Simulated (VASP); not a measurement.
# B (P1) in VASP: relaxation of cell and atoms with PBEsol

Aim: the relaxation of cell and atoms of B with PBEsol.

All numbers are computed with VASP 6.6.1; they aren't measurements. Logs are shortened: lines on timing, memory, paths and dates and some standing lists are left out, and cuts for length are marked.

### Step 1. The cell of the first run

The typed cell holds 8 atoms: a = 1.946 Å, b = 5.952 Å, c = 5.989 Å, α = 119.68°, β = 90.83°, γ = 89.78°.

### Step 2. Relaxation of cell and atoms, PBEsol

Contents of INCAR:

```
PREC     = Accurate       # precision mode
ENCUT    = 600            # plane-wave cutoff, eV
EDIFF    = 1E-6           # SCF threshold, eV
ISMEAR   = 0              # smearing method
SIGMA    = 0.1            # smearing width, eV
LREAL    = False          # projectors in reciprocal space
LASPH    = True           # aspherical terms in the spheres
NELM     = 60             # most SCF steps
ALGO     = Normal         # electronic algorithm
ISIF     = 3              # what is computed and relaxed
LWAVE    = False          # write WAVECAR
LCHARG   = False          # write CHGCAR
GGA      = PS             # functional
IBRION   = 2              # ionic algorithm
NSW      = 100            # ionic steps
EDIFFG   = -0.015         # ionic threshold
```

Contents of KPOINTS:

```
Automatic mesh
0
Gamma
  12 6 6
```

Contents of POSCAR:

```
B
1.0
    0.0036911493     -0.0139008074      1.9460000132
    5.9519570834      0.0059355639      0.0115983839
   -2.9708381926      5.2001183878     -0.0436265948
B
8
Direct
    0.0145703471      0.1740272470      0.3131692612
    0.0167420359      0.1830716595      0.8590869276
   -0.0210602424      0.6639718066      0.3231168871
    0.0191996877      0.6670015751      0.8492068582
   -0.0236210828      0.3557761316      0.1554780817
   -0.0483276293      0.3316965054      0.6676782044
    0.0565333348      0.8161363332      0.1712481594
   -0.0140364512      0.8083187415      0.6610156203
```

Potentials or basis: VASP PAW PBE potentials, release 64 (B).

Command:

```bash
$ cat potpaw_PBE.64/B/POTCAR > POTCAR
$ mpirun -np 1 vasp_std > vasp.out
```

OUTCAR:

```text
PREC = Accurate
   ENCUT = 600
   EDIFF = 1E-6
   ISMEAR = 0
   LREAL = False
   LASPH = True
   NELM = 60
   ISIF = 3
   GGA = PS
   IBRION = 2
   NSW = 100
   EDIFFG = -0.015

 ion  position               nearest neighbor table
   1  0.015  0.174  0.313-   5 1.75   6 1.85   7 1.86
   2  0.017  0.183  0.859-   5 1.55   6 1.76   8 1.94
   3  0.979  0.664  0.323-   7 1.58   5 1.60   8 1.76
   4  0.019  0.667  0.849-   7 1.68   8 1.71   6 1.74
   5  0.976  0.356  0.155-   2 1.55   3 1.60   1 1.75
   6  0.952  0.332  0.668-   4 1.74   2 1.76   1 1.85
   7  0.057  0.816  0.171-   3 1.58   4 1.68   1 1.86
   8  0.986  0.808  0.661-   4 1.71   3 1.76   2 1.94

  LATTYP: Found a triclinic cell.
 ALAT       =     5.9890745607
 B/A-ratio  =     1.7375726952
 C/A-ratio  =     1.0467611852
 COS(alpha) =     0.0026021265
 COS(beta)  =     0.4746165329
 COS(gamma) =     0.8678069713

  Lattice vectors:

 A1 = (  -2.9708381926,   5.2001183878,  -0.0436265948)
 A2 = (   0.0102806982,  10.4061723395,  -0.0756548057)
 A3 = (  -5.9556482327,   0.0079652435,  -1.9575983971)

Analysis of symmetry for initial positions (statically):
=====================================================================
 Subroutine PRICEL returns:
 Original cell was already a primitive cell.

 Routine SETGRP: Setting up the symmetry group for a
 triclinic supercell.

 Subroutine GETGRP returns: Found  1 space group operations
 (whereof  1 operations were pure point group operations)
 out of a pool of  2 trial point group operations.

The static configuration has the point symmetry C_1 .

Analysis of symmetry for dynamics (positions and initial velocities):
=====================================================================
 Subroutine PRICEL returns:
 Original cell was already a primitive cell.

 Routine SETGRP: Setting up the symmetry group for a
 triclinic supercell.

 Subroutine GETGRP returns: Found  1 space group operations
 (whereof  1 operations were pure point group operations)
 out of a pool of  2 trial point group operations.

The dynamic configuration has the point symmetry C_1 .

 Subroutine INISYM returns: Found  1 space group operations
 (whereof  1 operations are pure point group operations),
 and found     1 'primitive' translations

----------------------------------------------------------------------------------------

                                     Primitive cell

  volume of cell :      60.2614

  direct lattice vectors                    reciprocal lattice vectors
     0.003691149 -0.013900807  1.946000013    -0.001005153  0.003737165  0.513903213
     5.951957083  0.005935564  0.011598384     0.167915580  0.095933589  0.000366779
    -2.970838193  5.200118388 -0.043626595    -0.000194351  0.192203803  0.001373333

  length of vectors
     1.946053162  5.951971344  5.989074561     0.513917785  0.193388288  0.192208807

  position of ions in fractional coordinates (direct lattice)
     0.014570347  0.174027247  0.313169261
     0.016742036  0.183071660  0.859086928
     0.978939758  0.663971807  0.323116887
     0.019199688  0.667001575  0.849206858
     0.976378917  0.355776132  0.155478082
     0.951672371  0.331696505  0.667678204
     0.056533335  0.816136333  0.171248159
     0.985963549  0.808318742  0.661015620

  ion indices of the primitive-cell ions
   primitive index   ion index
                 1           1
                 2           2
                 3           3
                 4           4
                 5           5
                 6           6
                 7           7
                 8           8

----------------------------------------------------------------------------------------

 KPOINTS: Automatic mesh

Automatic generation of k-mesh.
 Grid dimensions read from file:
 generate k-points for:   12    6    6

 Generating k-lattice:

  Cartesian coordinates                     Fractional coordinates (reciprocal lattice)
    -0.000083763  0.000311430  0.042825268     0.083333333  0.000000000  0.000000000
     0.027985930  0.015988931  0.000061130    -0.000000000  0.166666667  0.000000000
    -0.000032392  0.032033967  0.000228889     0.000000000 -0.000000000  0.166666667

  Length of vectors
     0.042826482  0.032231381  0.032034801

  Shift w.r.t. Gamma in fractional coordinates (k-lattice)
     0.000000000  0.000000000  0.000000000

 Subroutine IBZKPT returns following result:
 ===========================================

 Found    220 irreducible k-points:

 Following reciprocal coordinates:
            Coordinates               Weight
  0.000000  0.000000  0.000000      1.000000
  0.083333  0.000000 -0.000000      2.000000
  0.166667  0.000000  0.000000      2.000000
  0.250000 -0.000000  0.000000      2.000000
  0.333333 -0.000000  0.000000      2.000000
  0.416667  0.000000  0.000000      2.000000
[... 16 lines left out ...]
  0.250000  0.333333  0.000000      2.000000
  0.333333  0.333333 -0.000000      2.000000
 [... further k-points ...]
   k-points           NKPTS =    220   k-points in BZ     NKDIM =    220   number of bands    NBANDS=     17
   number of dos      NEDOS =    301   number of ions     NIONS =      8
   total plane-waves  NPLWV =  36864
   dimension x,y,z NGX =    16 NGY =   48 NGZ =   48
   dimension x,y,z NGXF=    32 NGYF=   96 NGZF=   96
   ions per type =               8
   NGX,Y,Z   is equivalent  to a cutoff of  13.67, 13.41, 13.32 a.u.
   NGXF,Y,Z  is equivalent  to a cutoff of  27.34, 26.81, 26.65 a.u.
 SYSTEM =  unknown system
   PREC   = accura    normal or accurate (medium, high low for compatibility)
   ISTART =      0    job   : 0-new  1-cont  2-samecut
   ICHARG =      2    charge: 1-file 2-atom 10-const
   ISPIN  =      1    spin polarized calculation?
   LNONCOLLINEAR =      F non collinear calculations
   LSORBIT =      F    spin-orbit coupling
   LASPH  =      T    aspherical Exc in radial PAW
   ENCUT  =  600.0 eV  44.10 Ry    6.64 a.u.   3.89 11.89 11.96*2*pi/ulx,y,z
   NELM   =     60;   NELMIN=  2; NELMDL= -5     # of ELM steps
   EDIFF  = 0.1E-05   stopping-criterion for ELM
   LREAL  =      F    real-space projection
   EDIFFG = -.1E-01   stopping-criterion for IOM
   NSW    =    100    number of steps for IOM
   IBRION =      2    ionic relax: 0-MD 1-quasi-New 2-CG
   NFREE  =      1    steps in history (QN), initial steepest desc. (CG)
   ISIF   =      3    stress and relaxation
   ISYM   =      2    0-nonsym 1-usesym 2-fastsym
   POTIM  = 0.5000    time-step for ionic-motion
   TEBEG  =    0.0;   TEEND  =   0.0 temperature during run
   PSTRESS=    0.0 pullay stress
   NELECT =      24.0000    total number of electrons
   NUPDOWN=      -1.0000    fix difference up-down
   EMIN   =  10.00;   EMAX   =-10.00  energy-range for DOS
   EFERMI =   0.00;   METHOD = LEGACY
   ISMEAR =     0;   SIGMA  =   0.10  broadening in eV -4-tet -1-fermi 0-gaus
   EFERMI_NEDOS =   21; number of points for ismear=-14 and -15
   IALGO  =     38    algorithm
   IMIX   =      4    mixing-type and parameters
     AMIX     =   0.40;   BMIX     =  1.00
     AMIX_MAG =   1.60;   BMIX_MAG =  1.00
  volume/ion in A,a.u.               =       7.53        50.83
  Fermi-wavevector in a.u.,A,eV,Ry     =   1.204478  2.276134 19.738889  1.450767
  Thomas-Fermi vector in A             =   2.340202
   LORBIT       =      0    0 simple, 1 ext, 2 COOP (PROOUT), +10 PAW based schemes
   GGA     = PS    functional components
   LHFCALC =     F    Hartree Fock is set to
   AEXX    =    0.0000 exact exchange contribution
   IVDW    =     0    specifies the selected vdW correction
   LEPSILON=     F    determine dielectric tensor
   LRPA    =     F    only Hartree local field effects (RPA)
 conjugate gradient relaxation of ions
 non-spin polarized calculation
 Gauss-broadening in eV      SIGMA  =   0.10
  energy-cutoff  :      600.00
  volume of cell :       60.26
 maximum number of plane-waves:      2035
   NGX =  7   NGY = 23   NGZ = 23

--------------------------------------- Ionic step        1  -------------------------------------------

 number of electron      24.0000000 magnetization

 Free energy of the ion-electron system (eV)
  ---------------------------------------------------
  ext. energy  EPLUGINS =         0.00000000
  ---------------------------------------------------
  free energy    TOTEN  =       -49.48094316 eV

  energy without entropy =      -49.47185930  energy(sigma->0) =      -49.47640123

------------------------ aborting loop because EDIFF is reached ----------------------------------------

  FORCE on cell =-STRESS in cart. coord.  units (eV):
  Direction    XX          YY          ZZ          XY          YZ          ZX
  --------------------------------------------------------------------------------------
  -------------------------------------------------------------------------------------
  Total        1.8073698      3.6206064     -0.6549049     -0.4306102     -0.6103488      0.4636803
  in kB       48.0527850     96.2615505    -17.4120438    -11.4486917    -16.2274250     12.3279309
  external PRESSURE =      42.3007639 kB  Pullay stress =       0.0000000 kB
[... 107 lines left out ...]
  FREE ENERGIE OF THE ION-ELECTRON SYSTEM (eV)
  ---------------------------------------------------
  free  energy   TOTEN  =       -50.2873858564 eV

  energy  without entropy=      -50.2777564334  energy(sigma->0) =      -50.28257114

[... ionic steps 4 to 49 ...]

--------------------------------------- Ionic step       50  -------------------------------------------

 number of electron      24.0000000 magnetization

------------------------ aborting loop because EDIFF is reached ----------------------------------------
[... 79 lines left out ...]
--------------------------------------- Ionic step       52  -------------------------------------------

 number of electron      24.0000000 magnetization

 Free energy of the ion-electron system (eV)
  ---------------------------------------------------
  ext. energy  EPLUGINS =         0.00000000
  ---------------------------------------------------
  free energy    TOTEN  =       -53.73587051 eV

  energy without entropy =      -53.73046729  energy(sigma->0) =      -53.73316890

 E-fermi :   7.6426     XC(G=0): -12.2853

 val. band max:        7.6374864242   @ k =   0.4167   0.1667   0.0000
 cond. band min:       7.6536437819   @ k =   0.3333  -0.1667   0.3333
 fundamental gap:      0.0161573577
 Fermi energy:         7.6426386364

 k-point     1 :       0.0000    0.0000    0.0000
  band No.  band energies     occupation
      1      -9.1284      2.00000
      2      -5.2822      2.00000
      3      -5.2804      2.00000
      4      -4.4574      2.00000
      5      -3.9367      2.00000
      6      -3.5283      2.00000
[... 457 lines left out ...]
      4      -1.9392      2.00000
      5       1.2010      2.00000
      6       1.9804      2.00000
[... 9 lines left out ...]
     16      11.3530      0.00000
     17      12.8385      0.00000

 [... further k-points ...]
[... 5 lines left out ...]
  --------------------------------------------------------------------------------------
  -------------------------------------------------------------------------------------
  Total       -0.0010077      0.0078366     -0.0084475      0.0118999     -0.0212333      0.0003413
  in kB       -0.0306493      0.2383498     -0.2569300      0.3619364     -0.6458116      0.0103798
  external PRESSURE =      -0.0164098 kB  Pullay stress =       0.0000000 kB
[... 23 lines left out ...]
  FREE ENERGIE OF THE ION-ELECTRON SYSTEM (eV)
  ---------------------------------------------------
  free  energy   TOTEN  =       -53.7358705128 eV

  energy  without entropy=      -53.7304672933  energy(sigma->0) =      -53.73316890

 reached required accuracy - stopping structural energy minimisation
```

Wall time 55 min (1 thread of Intel Xeon 6975P-C (Granite Rapids), shared host); peak memory 0.34 GiB.

What came out:

```
Free energy                            : -53.7359 eV
Relaxed volume                         : 6.58 Å³/atom
Relaxed cell                           : a = 1.861 Å, b = 5.734 Å, c = 5.845 Å, α = 120.65°, β = 89.98°, γ = 99.37°
Space group after relaxing (to 0.05 Å) : Cmce (No. 64)
Energy gained by relaxing              : 531.9 meV/atom
Ionic steps                            : 52
Pressure after relaxing                : 0.0 GPa
Largest force after relaxing           : 0.013 eV/Å
Band gap on the k mesh                 : zero (band 12 reaches 8.22 eV, above the bottom of band 13 at 7.06 eV)
```

Forces on the atoms (eV/Å):
```
B    0.003  0.000  0.001
B    0.002  0.005  0.004
B   -0.003  0.005 -0.004
B   -0.006 -0.005 -0.001
B   -0.001 -0.003 -0.003
B    0.004 -0.003  0.012
B    0.001  0.005 -0.009
B   -0.001 -0.003  0.002
```

The path:
| step | energy change (eV) | largest force (eV/Å) | pressure (GPa) | volume (Å³) |
| --- | --- | --- | --- | --- |
| 1 | 0.0000 | 4.1452 | 4.23 | 60.26 |
| 3 | -0.8064 | 1.1757 | -5.98 | 61.60 |
| 5 | -1.0796 | 1.3445 | 1.79 | 58.78 |
| 7 | -2.1326 | 2.1811 | 0.04 | 55.81 |
| 9 | -2.1567 | 2.0558 | 0.76 | 55.51 |
| 11 | -2.2074 | 1.9883 | 1.19 | 55.07 |
| 13 | -2.5680 | 2.1431 | 0.69 | 54.19 |
| 15 | -3.1579 | 0.9863 | -2.26 | 54.18 |
| 17 | -3.2359 | 0.8997 | -2.26 | 54.16 |
| 19 | -3.4363 | 0.9620 | 1.75 | 52.98 |
| 21 | -3.6617 | 0.8386 | -0.41 | 52.89 |
| 23 | -3.7414 | 0.4137 | -0.11 | 52.70 |
| 25 | -3.7719 | 0.4137 | 0.41 | 52.57 |
| 27 | -3.8119 | 0.3744 | -0.29 | 52.72 |
| 29 | -3.8935 | 0.5631 | 0.18 | 52.68 |
| 31 | -3.9080 | 0.7837 | 0.50 | 52.67 |
| 33 | -3.9801 | 1.0168 | 0.42 | 52.74 |
| 35 | -3.9874 | 1.0823 | 0.45 | 52.76 |
| 37 | -4.1044 | 1.0289 | -0.62 | 52.95 |
| 39 | -4.1209 | 0.9838 | -0.97 | 53.03 |
| 41 | -4.2142 | 0.4539 | -0.11 | 52.74 |
| 43 | -4.2426 | 0.3207 | 0.31 | 52.65 |
| 45 | -4.2504 | 0.1609 | -0.19 | 52.71 |
| 47 | -4.2540 | 0.0749 | 0.13 | 52.66 |
| 49 | -4.2546 | 0.0530 | -0.10 | 52.69 |
| 51 | -4.2548 | 0.0253 | 0.04 | 52.67 |
| 52 | -4.2549 | 0.0129 | 0.00 | 52.68 |

Final structure:
```
B
1.0
    -0.14815   -0.08706    1.85280
     5.71232   -0.09570   -0.48538
    -2.90557    5.07150    0.00788
B
8
Direct
  0.95816 0.16613 0.33826
  0.45770 0.16610 0.83820
  0.70883 0.66618 0.32786
  0.20776 0.66624 0.82794
  0.04224 0.33386 0.16188
  0.54078 0.33382 0.66187
  0.29286 0.83383 0.17197
  0.79167 0.83385 0.67201
```

Caveat: the PAW data sets were made with another functional, which shifts forces and pressure a little.
